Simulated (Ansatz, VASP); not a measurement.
# One calculation of MgO, two programs

INCAR

```
SYSTEM = MgO
PREC = Accurate
ENCUT = 600
EDIFF = 1E-6
ISMEAR = 0
SIGMA = 0.05
LREAL = .FALSE.
LASPH = .TRUE.
NELM = 120
ALGO = Normal
ISIF = 2
LWAVE = .FALSE.
LCHARG = .FALSE.
GGA = PS
NBANDS = 11
GGA_COMPAT = .FALSE.
```

Contents of KPOINTS:

```
regular mesh
0
G
  14 14 14
  0 0 0
```

POSCAR

```
MgO
1.0
    2.5457230900      0.0000000000      0.0000000000
    0.0000000000      2.5457230900      0.0000000000
    0.0000000000      0.0000000000      2.5457230900
Mg O
1 1
Direct
    0.0000000000      0.0000000000      0.0000000000
    0.5000000000      0.5000000000      0.5000000000
```

Input for Ansatz:

```yaml
crystal:
  lattice:
    - [2.54572309, 0.0, 0.0]
    - [0.0, 2.54572309, 0.0]
    - [0.0, 0.0, 2.54572309]
  atoms:
    - { symbol: Mg, position: [0.0, 0.0, 0.0] }
    - { symbol: O, position: [0.5, 0.5, 0.5] }
basis:
  ecutwfc: 420
  ecutrho_ratio: 4
kpoints:
  mp_grid: { grid: [14, 14, 14] }
hamiltonian:
  xc: pbesol
scf:
  occupations: { method: gaussian, width: 0.05 }
output:
  forces: true
  stress: true
  eigenvalues: true
```

Alike in both runs: task single point; functional PBEsol; k mesh 14 × 14 × 14; occupations gaussian, width 0.05 eV; no spin polarisation.

|  | VASP | Ansatz |
| --- | --- | --- |
| version | VASP 6.6.1 | Ansatz 0.2.0 |
| potentials or method | VASP PAW PBE potentials, release 64 (Mg, O), cutoff 600 eV | scalar-relativistic, plane waves, PAW |
| valence electrons in the cell | 8 | 16 |

Ansatz gave:

```
gap on the k mesh at the Fermi level (eV) : 3.45
least direct gap on the mesh (eV)         : 4.59
pressure (GPa)                            : 18.4
```

Task: What did VASP give for the same quantities?

Result: gap on the k mesh at the Fermi level (eV): 3.46; least direct gap on the mesh (eV): 4.60; pressure (GPa): 17.8.

VASP's potentials were made for PBE, not for PBEsol. VASP's potentials hold 8 valence electrons a cell and Ansatz's 16, so a difference there can come from the potentials and not from the codes.
